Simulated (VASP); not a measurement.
# Li3Be2NbP4 (P-4m2) in VASP: notebook

Runs on Li3Be2NbP4. Level: PBE. Tasks: single point, relaxation of cell and atoms.

Everything below comes from runs of VASP 6.6.1. Logs are shortened: lines on timing, memory, paths and dates and some standing lists are left out, and cuts for length are marked.

**1. The cell of the first run**

Symmetry: P-4m2, No. 115, tetragonal system. Conventional cell: a = 3.308 Å, b = 3.308 Å, c = 13.174 Å, α = 90.00°, β = 90.00°, γ = 90.00°. Li (site symmetry -4m2) has 4 P at 2.18 Å and 4 Li at 2.34 Å within 2.9 Å. Li (site symmetry -4m2) has 4 P at 2.17 Å and 4 Nb at 2.34 Å within 2.9 Å. Within 2.9 Å of Li (site symmetry -4m2) lie 4 P at 2.18 Å and 4 Li at 2.34 Å. Be (site symmetry 2mm) has 8 P at 2.97 to 3.03 Å and 4 Be at 3.31 Å and 6 Li at 3.65 to 3.72 Å and 2 Nb at 3.72 Å within 3.9 Å. Within 2.9 Å of Nb (site symmetry -4m2) lie 4 P at 2.17 Å and 4 Li at 2.34 Å. P (site symmetry 2mm) has 2 Li at 2.17 Å and 2 Nb at 2.17 Å within 2.9 Å. P (site symmetry 2mm) has 4 Li at 2.18 Å and 4 Be at 2.97 Å within 3.0 Å.

The cell was generated, and may not be a known phase.

**2. Single point, PBE**

The input, INCAR:

```
SYSTEM = Li3Be2NbP4
PREC     = Accurate       ! precision mode
ENCUT    = 520            ! plane-wave cutoff, eV
EDIFF    = 1E-7           ! SCF threshold, eV
ISMEAR   = 0              ! smearing method
SIGMA    = 0.1            ! smearing width, eV
LREAL    = .False.        ! projectors in reciprocal space
LASPH    = .True.         ! aspherical terms in the spheres
NELM     = 60             ! most SCF steps
ALGO     = Normal         ! electronic algorithm
ISIF     = 2              ! what is computed and relaxed
LWAVE    = .False.        ! write WAVECAR
LCHARG   = .True.         ! write CHGCAR
GGA      = PE             ! functional
LELF     = .True.         ! ELF
LVHAR    = .True.       
NBANDS   = 34             ! bands
```

The input, KPOINTS:

```
Automatic mesh
0
Gamma
  6 6 2
  0 0 0
```

The input, POSCAR:

```
Li3Be2NbP4
1.0
    3.3081240500      0.0000000000      0.0000000000
    0.0000000000      3.3081240500      0.0000000000
    0.0000000000      0.0000000000     13.1740534200
Li Be Nb P
3 2 1 4
Direct
    0.0000000000      0.0000000000      0.5000000000
    0.0000000000      0.0000000000      0.0000000000
    0.5000000000      0.5000000000      0.5000000000
    0.5000000000      0.0000000000      0.7472389900
    0.0000000000      0.5000000000      0.2527610100
    0.5000000000      0.5000000000      0.0000000000
    0.0000000000      0.5000000000      0.8931450200
    0.5000000000      0.0000000000      0.3920220100
    0.5000000000      0.0000000000      0.1068549800
    0.0000000000      0.5000000000      0.6079779900
```

Potentials or basis: VASP PAW PBE potentials, release 64 (Li_sv, Be, Nb_sv, P).

Started as:

```console
cat potpaw_PBE.64/Li_sv/POTCAR potpaw_PBE.64/Be/POTCAR potpaw_PBE.64/Nb_sv/POTCAR potpaw_PBE.64/P/POTCAR > POTCAR
mpirun -np 1 vasp_std > vasp.out
```

OUTCAR:

```text
SYSTEM = Li3Be2NbP4
   PREC = Accurate
   ENCUT = 520
   EDIFF = 1E-7
   ISMEAR = 0
   LREAL = .False.
   LASPH = .True.
   NELM = 60
   ISIF = 2
   GGA = PE

 ion  position               nearest neighbor table
   1  0.000  0.000  0.500-   8 2.18  10 2.18  10 2.18   8 2.18   3 2.34   3 2.34   3 2.34   3 2.34

   2  0.000  0.000  0.000-   7 2.17   9 2.17   7 2.17   9 2.17   6 2.34   6 2.34   6 2.34   6 2.34

   3  0.500  0.500  0.500-   8 2.18  10 2.18   8 2.18  10 2.18   1 2.34   1 2.34   1 2.34   1 2.34

   4  0.500  0.000  0.747-
   5  0.000  0.500  0.253-
   6  0.500  0.500  0.000-   7 2.17   9 2.17   9 2.17   7 2.17   2 2.34   2 2.34   2 2.34   2 2.34

   7  0.000  0.500  0.893-   2 2.17   6 2.17   2 2.17   6 2.17
   8  0.500  0.000  0.392-   1 2.18   3 2.18   3 2.18   1 2.18
   9  0.500  0.000  0.107-   2 2.17   6 2.17   6 2.17   2 2.17
  10  0.000  0.500  0.608-   1 2.18   3 2.18   1 2.18   3 2.18

  LATTYP: Found a simple tetragonal cell.
 ALAT       =     3.3081240500
 C/A-ratio  =     3.9823335585

  Lattice vectors:

 A1 = (   3.3081240500,   0.0000000000,   0.0000000000)
 A2 = (   0.0000000000,   3.3081240500,   0.0000000000)
 A3 = (   0.0000000000,   0.0000000000,  13.1740534200)

Analysis of symmetry for initial positions (statically):
=====================================================================
 Subroutine PRICEL returns:
 Original cell was already a primitive cell.

 Routine SETGRP: Setting up the symmetry group for a
 simple tetragonal supercell.

 Subroutine GETGRP returns: Found  8 space group operations
 (whereof  8 operations were pure point group operations)
 out of a pool of 16 trial point group operations.

The static configuration has the point symmetry D_2d.

Analysis of symmetry for dynamics (positions and initial velocities):
=====================================================================
 Subroutine PRICEL returns:
 Original cell was already a primitive cell.

 Routine SETGRP: Setting up the symmetry group for a
 simple tetragonal supercell.

 Subroutine GETGRP returns: Found  8 space group operations
 (whereof  8 operations were pure point group operations)
 out of a pool of 16 trial point group operations.

The dynamic configuration has the point symmetry D_2d.

[... 113 lines left out ...]
   IBRION =     -1    ionic relax: 0-MD 1-quasi-New 2-CG
   NFREE  =      0    steps in history (QN), initial steepest desc. (CG)
   ISIF   =      2    stress and relaxation
   ISYM   =      2    0-nonsym 1-usesym 2-fastsym
   POTIM  = 0.5000    time-step for ionic-motion
   TEBEG  =    0.0;   TEEND  =   0.0 temperature during run
   PSTRESS=    0.0 pullay stress
   NELECT =      46.0000    total number of electrons
   NUPDOWN=      -1.0000    fix difference up-down
   EMIN   =  10.00;   EMAX   =-10.00  energy-range for DOS
   EFERMI =   0.00;   METHOD = LEGACY
   ISMEAR =     0;   SIGMA  =   0.10  broadening in eV -4-tet -1-fermi 0-gaus
   EFERMI_NEDOS =   21; number of points for ismear=-14 and -15
   IALGO  =     38    algorithm
   IMIX   =      4    mixing-type and parameters
     AMIX     =   0.40;   BMIX     =  1.00
     AMIX_MAG =   1.60;   BMIX_MAG =  1.00
  volume/ion in A,a.u.               =      14.42        97.29
  Fermi-wavevector in a.u.,A,eV,Ry     =   1.118664  2.113969 17.026464  1.251410
  Thomas-Fermi vector in A             =   2.255297
   LORBIT       =      0    0 simple, 1 ext, 2 COOP (PROOUT), +10 PAW based schemes
   GGA     = PE    functional components
   LHFCALC =     F    Hartree Fock is set to
   AEXX    =    0.0000 exact exchange contribution
   IVDW    =     0    specifies the selected vdW correction
   LEPSILON=     F    determine dielectric tensor
   LRPA    =     F    only Hartree local field effects (RPA)
 non-spin polarized calculation
 Gauss-broadening in eV      SIGMA  =   0.10
  energy-cutoff  :      520.00
  volume of cell :      144.17
 maximum number of plane-waves:      3936
 NGX is ok and might be reduce to    28
   NGX = 13   NGY = 13   NGZ = 49

 number of electron      45.9999988 magnetization

 Free energy of the ion-electron system (eV)
  ---------------------------------------------------
  ext. energy  EPLUGINS =         0.00000000
  ---------------------------------------------------
  free energy    TOTEN  =       -36.17403870 eV

  energy without entropy =      -36.14618098  energy(sigma->0) =      -36.16010984

 E-fermi :   5.8633     XC(G=0):  -9.9871

 val. band max:        5.7929192111   @ k =   0.3333   0.1667   0.0000
 cond. band min:       5.8637474094   @ k =   0.3333   0.1667   0.5000
 fundamental gap:      0.0708281983
 Fermi energy:         5.8632632640

 k-point     1 :       0.0000    0.0000    0.0000
  band No.  band energies     occupation
      1     -48.3035      2.00000
      2     -39.4540      2.00000
      3     -39.2310      2.00000
      4     -39.0094      2.00000
      5     -24.8207      2.00000
      6     -24.5817      2.00000
[... 729 lines left out ...]
     33       8.6738      0.00000
     34       9.2773      0.00000

------------------------ aborting loop because EDIFF is reached ----------------------------------------

  FORCE on cell =-STRESS in cart. coord.  units (eV):
  Direction    XX          YY          ZZ          XY          YZ          ZX
  --------------------------------------------------------------------------------------
  -------------------------------------------------------------------------------------
  Total       23.7668092     23.7668092     12.4990453      0.0000000     -0.0000000      0.0000000
  in kB      264.1182850    264.1182850    138.9006987      0.0000000     -0.0000000      0.0000000
  external PRESSURE =     222.3790895 kB  Pullay stress =       0.0000000 kB

 VOLUME and BASIS-vectors are now :
 -----------------------------------------------------------------------------
  energy-cutoff  :      520.00
  volume of cell :      144.17
      direct lattice vectors                 reciprocal lattice vectors
     3.308124050  0.000000000  0.000000000     0.302286125  0.000000000  0.000000000
     0.000000000  3.308124050  0.000000000     0.000000000  0.302286125  0.000000000
     0.000000000  0.000000000 13.174053420     0.000000000  0.000000000  0.075906782

 POSITION                                       TOTAL-FORCE (eV/Angst)
 -----------------------------------------------------------------------------------
      0.00000      0.00000      6.58703         0.000000     -0.000000      0.000000
      0.00000      0.00000      0.00000         0.000000     -0.000000      0.000000
      1.65406      1.65406      6.58703         0.000000     -0.000000      0.000000
      1.65406      0.00000      9.84417        -0.000000     -0.000000     -0.769617
      0.00000      1.65406      3.32989         0.000000     -0.000000      0.769617
      1.65406      1.65406      0.00000         0.000000      0.000000      0.000000
      0.00000      1.65406     11.76634        -0.000000     -0.000000     -6.985714
      1.65406      0.00000      5.16452        -0.000000     -0.000000     -4.702605
      1.65406      0.00000      1.40771         0.000000     -0.000000      6.985714
      0.00000      1.65406      8.00953         0.000000     -0.000000      4.702605
 -----------------------------------------------------------------------------------
    total drift:                                0.000000      0.000000     -0.000000

  FREE ENERGIE OF THE ION-ELECTRON SYSTEM (eV)
  ---------------------------------------------------
  free  energy   TOTEN  =       -36.1740387030 eV

  energy  without entropy=      -36.1461809808  energy(sigma->0) =      -36.16010984
```

OSZICAR:

```text
N       E                     dE             d eps       ncg     rms          rms(c)
DAV:   1     0.340148109776E+03    0.34015E+03   -0.20033E+04  1360   0.131E+03
DAV:   2    -0.342762444784E+01   -0.34358E+03   -0.32292E+03  1700   0.370E+02
DAV:   3    -0.398479445505E+02   -0.36420E+02   -0.35556E+02  2352   0.929E+01
DAV:   4    -0.448592813269E+02   -0.50113E+01   -0.49609E+01  2288   0.317E+01
DAV:   5    -0.451433206939E+02   -0.28404E+00   -0.28386E+00  2240   0.766E+00    0.189E+01
DAV:   6    -0.376412032639E+02    0.75021E+01   -0.33825E+01  1560   0.162E+01    0.107E+01
DAV:   7    -0.373578054175E+02    0.28340E+00   -0.21239E+01  2030   0.120E+01    0.655E+00
DAV:   8    -0.361577437828E+02    0.12001E+01   -0.33048E+00  1912   0.102E+01    0.264E+00
DAV:   9    -0.361779295051E+02   -0.20186E-01   -0.50468E-01  1864   0.296E+00    0.148E+00
DAV:  10    -0.361767678541E+02    0.11617E-02   -0.11495E-01  1928   0.176E+00    0.646E-01
DAV:  11    -0.361740810552E+02    0.26868E-02   -0.27542E-02  1936   0.850E-01    0.287E-01
DAV:  12    -0.361739495026E+02    0.13155E-03   -0.24348E-03  2016   0.232E-01    0.181E-01
DAV:  13    -0.361740808971E+02   -0.13139E-03   -0.86135E-04  1736   0.181E-01    0.644E-02
DAV:  14    -0.361740418643E+02    0.39033E-04   -0.13006E-04  1784   0.725E-02    0.180E-02
DAV:  15    -0.361740382946E+02    0.35697E-05   -0.55354E-05  1904   0.352E-02    0.106E-02
DAV:  16    -0.361740389260E+02   -0.63136E-06   -0.98697E-06  1752   0.176E-02    0.507E-03
DAV:  17    -0.361740387159E+02    0.21011E-06   -0.10749E-06  2144   0.649E-03    0.138E-03
DAV:  18    -0.361740387030E+02    0.12878E-07   -0.93976E-08  1222   0.184E-03
   1 F= -.36174039E+02 E0= -.36160110E+02  d E =-.278577E-01
```

Wall time 1.9 min (1 thread of Intel Xeon Platinum 8488C (Sapphire Rapids), shared host); peak memory 0.31 GiB.

Results:

- Free energy: -36.1740 eV
- Largest force: 6.986 eV/Å
- Band gap on the k mesh: zero (bands 23 and 24 overlap by 1.69 eV)

Forces on the atoms (eV/Å):
```
Li   0.000  0.000  0.000
Li   0.000  0.000  0.000
Li   0.000  0.000  0.000
Be   0.000  0.000 -0.770
Be   0.000  0.000  0.770
Nb   0.000  0.000  0.000
P    0.000  0.000 -6.986
P    0.000  0.000 -4.703
P    0.000  0.000  6.986
P    0.000  0.000  4.703
```

Caveat: the cutoff is under 1.25 times the usual one of these potentials, so pressure, stress and relaxed cells hold a basis-set (Pulay) error; forces of over 1 eV/Å act on the atoms, so gaps and moduli don't describe the material at rest.

**3. Single point, PBE**

This run uses another cell than the first one, of 14.79 Å³/atom.

The input, INCAR:

```
SYSTEM = Li3Be2NbP4
  PREC = Accurate
  ENCUT = 520
  EDIFF = 1E-6
  ISMEAR = 0
  SIGMA = 0.1
  LREAL = .FALSE.
  LASPH = .TRUE.
  NELM = 80
  ALGO = Normal
  ISIF = 2
  LWAVE = .FALSE.
  LCHARG = .FALSE.
  GGA = PE
  NBANDS = 34
```

The input, KPOINTS:

```
Automatic mesh
0
G
  6 6 2
  0 0 0
```

The input, POSCAR:

```
Li3Be2NbP4
1.0
    3.6692198376      0.0000000000      0.0000000000
    0.0000000000      3.6692198376      0.0000000000
    0.0000000000      0.0000000000     10.9820040136
Li Be Nb P
3 2 1 4
Direct
    0.0000000000      0.0000000000      0.5000000000
    0.0000000000      0.0000000000      0.0000000000
    0.5000000000      0.5000000000      0.5000000000
    0.5000000000      0.0000000000      0.6759489838
    0.0000000000      0.5000000000      0.3240510162
    0.5000000000      0.5000000000      0.0000000000
    0.0000000000      0.5000000000      0.8576587180
    0.5000000000      0.0000000000      0.3463038719
    0.5000000000      0.0000000000      0.1423412820
    0.0000000000      0.5000000000      0.6536961281
```

Potentials or basis: VASP PAW PBE potentials, release 64 (Li_sv, Be, Nb_sv, P).

Started as:

```console
cat potpaw_PBE.64/Li_sv/POTCAR potpaw_PBE.64/Be/POTCAR potpaw_PBE.64/Nb_sv/POTCAR potpaw_PBE.64/P/POTCAR > POTCAR
mpirun -np 1 vasp_std > vasp.out
```

It took 93 s on 1 thread of Intel Xeon Platinum 8488C (Sapphire Rapids), shared host; peak memory 0.29 GiB.

It converged, with:

```
Free energy            : -44.8083 eV
Largest force          : 0.038 eV/Å
Band gap on the k mesh : zero (bands 23 and 24 overlap by 1.28 eV)
```

Forces in eV/Å, atoms in the order of the input:
```
Li   0.000  0.000  0.000
Li   0.000  0.000  0.000
Li   0.000  0.000  0.000
Be   0.000  0.000  0.004
Be   0.000  0.000 -0.004
Nb   0.000  0.000  0.000
P    0.000  0.000 -0.028
P    0.000  0.000 -0.038
P    0.000  0.000  0.028
P    0.000  0.000  0.038
```

Levels at points of the mesh, in eV from the Fermi level:
```csv
k point,band 21,band 22,band 23,band 24,band 25,band 26
"(0.00, 0.00, 0.00)",-1.28,-0.57,-0.42,-0.42,-0.06,0.94
"(0.50, 0.00, 0.00)",-0.79,-0.60,0.31,1.13,1.88,1.89
"(0.50, 0.50, 0.00)",-2.14,-2.14,-1.73,-0.53,-0.53,1.17
"(0.00, 0.00, 0.50)",-0.92,-0.71,-0.15,-0.15,0.16,0.94
"(0.50, 0.00, 0.50)",-0.80,-0.59,0.30,0.77,1.59,1.95
"(0.50, 0.50, 0.50)",-2.12,-2.12,-1.81,-0.51,-0.51,1.33
```

Caveat: the cutoff is under 1.25 times the usual one of these potentials, so pressure, stress and relaxed cells hold a basis-set (Pulay) error.

**4. Relaxation of cell and atoms, PBE**

The input, INCAR:

```
SYSTEM = Li3Be2NbP4
PREC = Accurate
ENCUT = 600
EDIFF = 1E-7
ISMEAR = 0
SIGMA = 0.1
LREAL = .FALSE.
LASPH = .TRUE.
NELM = 60
ALGO = Normal
ISIF = 3
LWAVE = .FALSE.
LCHARG = .FALSE.
GGA = PE
IBRION = 2
NSW = 90
EDIFFG = -0.04
```

KPOINTS is that of step 3.

The input, POSCAR:

```
Li3Be2NbP4
1.0
    3.3081240500      0.0000000000      0.0000000000
    0.0000000000      3.3081240500      0.0000000000
    0.0000000000      0.0000000000     13.1740534200
Li Be Nb P
3 2 1 4
Direct
    0.0000000000      0.0000000000      0.5000000000
    0.0000000000      0.0000000000      0.0000000000
    0.5000000000      0.5000000000      0.5000000000
    0.5000000000      0.0000000000      0.7472389900
    0.0000000000      0.5000000000      0.2527610100
    0.5000000000      0.5000000000      0.0000000000
    0.0000000000      0.5000000000      0.8931450200
    0.5000000000      0.0000000000      0.3920220100
    0.5000000000      0.0000000000      0.1068549800
    0.0000000000      0.5000000000      0.6079779900
```

Started as:

```console
cat potpaw_PBE.64/Li_sv/POTCAR potpaw_PBE.64/Be/POTCAR potpaw_PBE.64/Nb_sv/POTCAR potpaw_PBE.64/P/POTCAR > POTCAR
mpirun -np 1 vasp_std > vasp.out
```

Run time: 67 min. Hardware: 1 thread of Intel Xeon Platinum 8488C (Sapphire Rapids), shared host; peak memory 0.36 GiB.

The run converged. Its results:

```yaml
Free_energy: -45.1598 eV
Relaxed_volume: 14.81 Å³/atom
Relaxed_cell: a = 3.748 Å, b = 3.748 Å, c = 10.546 Å, α = 90.00°, β = 90.00°, γ = 90.00°
Space_group_after_relaxing_to_0.1_Å: P-4m2 (No. 115)
Energy_gained_by_relaxing: 898.0 meV/atom
Ionic_steps: 60
Pressure_after_relaxing: -0.1 GPa
Largest_force_after_relaxing: 0.039 eV/Å
Band_gap_on_the_k_mesh: zero (bands 23 and 24 overlap by 0.58 eV)
```

Forces on the atoms (eV/Å):
```
Li   0.000  0.000  0.000
Li   0.000  0.000  0.000
Li   0.000  0.000  0.000
Be   0.000  0.000 -0.039
Be   0.000  0.000  0.039
Nb   0.000  0.000  0.000
P    0.000  0.000 -0.010
P    0.000  0.000  0.011
P    0.000  0.000  0.010
P    0.000  0.000 -0.011
```

Stress tensor (GPa, compression positive):
```
-0.05  0.00  0.00
 0.00 -0.05  0.00
 0.00  0.00 -0.24
```

The path:
| step | energy change (eV) | largest force (eV/Å) | pressure (GPa) | volume (Å³) |
| --- | --- | --- | --- | --- |
| 1 | 0.0000 | 6.9828 | 22.22 | 144.17 |
| 3 | -4.0254 | 2.3736 | -4.77 | 175.12 |
| 5 | -8.2249 | 1.8410 | 2.73 | 146.26 |
| 7 | -8.2319 | 1.9929 | 2.07 | 146.90 |
| 9 | -8.3286 | 1.1280 | 1.58 | 147.66 |
| 11 | -8.4524 | 0.3180 | -2.19 | 151.43 |
| 13 | -8.5441 | 0.0314 | 0.16 | 144.49 |
| 15 | -8.5489 | 0.1087 | 0.12 | 145.15 |
| 17 | -8.5499 | 0.0627 | -0.06 | 145.47 |
| 19 | -8.5516 | 0.0746 | 0.02 | 145.34 |
| 21 | -8.5611 | 0.1255 | 0.41 | 144.78 |
| 23 | -8.6043 | 0.2953 | 2.65 | 142.44 |
| 25 | -8.5988 | 0.2978 | 2.98 | 142.17 |
| 27 | -8.5987 | 0.2967 | 3.34 | 141.87 |
| 29 | -8.5989 | 0.2964 | 3.35 | 141.86 |
| 31 | -8.5996 | 0.2951 | 3.40 | 141.83 |
| 33 | -8.6012 | 0.2864 | 3.62 | 141.69 |
| 35 | -8.6013 | 0.2818 | 3.70 | 141.63 |
| 37 | -8.6068 | 0.2807 | 3.61 | 141.76 |
| 39 | -8.6303 | 0.2744 | 3.22 | 142.31 |
| 41 | -8.7036 | 0.3415 | 1.81 | 144.54 |
| 43 | -8.7595 | 0.7900 | -0.25 | 148.91 |
| 45 | -8.8421 | 0.3281 | -0.59 | 150.03 |
| 47 | -8.8498 | 0.7192 | -0.62 | 150.48 |
| 49 | -8.9426 | 0.3673 | -1.30 | 150.59 |
| 51 | -8.9562 | 0.2083 | -1.53 | 150.59 |
| 53 | -8.9739 | 0.1438 | 0.11 | 147.85 |
| 55 | -8.9765 | 0.1814 | -0.03 | 147.92 |
| 57 | -8.9793 | 0.0624 | 0.04 | 147.91 |
| 59 | -8.9797 | 0.0540 | 0.02 | 147.96 |
| 60 | -8.9800 | 0.0394 | -0.11 | 148.12 |

Final structure:
```
Li Be Nb P
1.0
     3.74768    0.00000    0.00000
     0.00000    3.74768    0.00000
     0.00000    0.00000   10.54628
Li Be Nb P
3 2 1 4
Direct
  0.00000 0.00000 0.50000
  0.00000 0.00000 0.00000
  0.50000 0.50000 0.50000
  0.50000 0.00000 0.82402
  0.00000 0.50000 0.17598
  0.50000 0.50000 0.00000
  0.00000 0.50000 0.84164
  0.50000 0.00000 0.35651
  0.50000 0.00000 0.15835
  0.00000 0.50000 0.64349
```

Levels at points of the mesh, in eV from the Fermi level:
```
           k point  band 20  band 21  band 22  band 23  band 24  band 25  band 26  band 27
(0.00, 0.00, 0.00)    -0.70    -0.70    -0.57    -0.26    -0.26     0.29     0.33     1.63
(0.50, 0.00, 0.00)    -1.96    -0.89    -0.55     0.23     0.94     1.01     1.06     1.07
(0.50, 0.50, 0.00)    -2.75    -2.31    -1.80    -1.49     0.05     0.05     0.32     0.87
(0.00, 0.00, 0.50)    -1.10    -1.10    -0.54     0.33     0.35     0.35     0.58     1.79
(0.50, 0.00, 0.50)    -2.11    -0.91    -0.52     0.26     0.94     0.95     0.98     1.08
(0.50, 0.50, 0.50)    -2.55    -2.12    -2.00    -1.83     0.16     0.16     0.56     0.84
```

Caveat: the cutoff is under 1.25 times the usual one of these potentials, so pressure, stress and relaxed cells hold a basis-set (Pulay) error; a cell axis changed by over 15 % at a fixed basis, so the end point is rough.

**5. The runs side by side**

| task | cell | cutoff (eV) | gap on the mesh (eV) | largest force (eV/Å) |
| --- | --- | --- | --- | --- |
| single point | a = 3.308, b = 3.308, c = 13.174 Å, 10 atoms, atomic positions A | 520 | none | 6.99 |
| single point | a = 3.669, b = 3.669, c = 10.982 Å, 10 atoms, atomic positions B | 520 | none | 0.04 |
| relaxation of cell and atoms | relaxed from a = 3.308, b = 3.308, c = 13.174 Å, 10 atoms, atomic positions A | 600 | none | 0.04 |

Alike in all rows: level PBE; potentials or basis VASP PAW PBE potentials, release 64 (Li_sv, Be, Nb_sv, P); no spin polarisation; k mesh 6 × 6 × 2; smearing gaussian 0.1 eV.

Caveats: the cutoff is under 1.25 times the usual one of these potentials, so pressure, stress and relaxed cells hold a basis-set (Pulay) error; forces of over 1 eV/Å act on the atoms, so gaps and moduli don't describe the material at rest (at least some runs); a cell axis changed by over 15 % at a fixed basis, so the end point is rough (at least some runs).

Absolute energies hang on the potentials; compare differences alone.

The gap in the log of VASP goes by the Fermi energy; the results here count the filled bands.